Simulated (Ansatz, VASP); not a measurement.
# Te in VASP and in Ansatz

```
CELL_PARAMETERS angstrom
2.20986 1.27586 1.74465
-2.20986 1.27586 1.74465
0.00000 -2.55173 1.74465
ATOMIC_POSITIONS crystal
Te 0.50000 0.50000 0.50000
```

Alike in both runs: task single point; functional PBEsol; k mesh 15 × 15 × 15; occupations gaussian, width 0.15 eV; no spin polarisation.

|  | VASP | Ansatz |
| --- | --- | --- |
| version | VASP 6.6.1 | Ansatz 0.2.0 |
| potentials or method | VASP PAW PBE potentials, release 64 (Te), cutoff 520 eV | scalar-relativistic, plane waves, PAW |
| valence electrons in the cell | 6 | 16 |

VASP gave:

```
gap on the k mesh at the Fermi level (eV)                     : none
pressure (GPa)                                                : 3.7
traceless stress, the component that is largest in VASP (GPa) : -0.16
```

Task: Estimate Ansatz's values.

Result: gap on the k mesh at the Fermi level (eV): none; pressure (GPa): 3.7; traceless stress, the component that is largest in VASP (GPa): -0.15.

VASP's potentials were made for PBE, not for PBEsol. A gap of «none» marks a metal or a gap that the smearing closes. VASP's potentials hold 6 valence electrons a cell and Ansatz's 16, so a difference there can come from the potentials and not from the codes.

Spin-orbit coupling is off throughout.
